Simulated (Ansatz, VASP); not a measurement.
Two plane-wave programs on Ti3Al

```
CELL_PARAMETERS angstrom
0.00000 3.23178 3.23178
3.23178 0.00000 3.23178
3.23178 3.23178 0.00000
ATOMIC_POSITIONS crystal
Ti 0.75000 0.75000 0.75000
Ti 0.25000 0.25000 0.25000
Ti 0.00000 0.00000 0.00000
Al 0.50000 0.50000 0.50000
```

Alike in both runs: task relaxation of cell and atoms; functional PBE; dispersion D3(BJ); k mesh 12 × 12 × 12; occupations gaussian, width 0.1 eV; no spin polarisation.

```csv
,VASP,Ansatz
version,VASP 6.6.1,Ansatz 0.2.0
potentials or method,"VASP PAW PBE potentials, release 64 (Ti_sv, Al), cutoff 600 eV","scalar-relativistic, plane waves, PAW"
valence electrons in the cell,39,39
```

Ansatz gave:

```
gap on the k mesh at the Fermi level, each at its own relaxed structure (eV) : none
relaxed volume (Å³/atom)                                                     : 15.92
relaxed cell length with the largest relative difference (Å)                 : 4.482
```

**Question.** What did VASP give for the same quantities?

**Answer.** gap on the k mesh at the Fermi level, each at its own relaxed structure (eV): none; relaxed volume (Å³/atom): 15.90; relaxed cell length with the largest relative difference (Å): 4.481.

A gap of «none» marks a metal or a gap that the smearing closes.
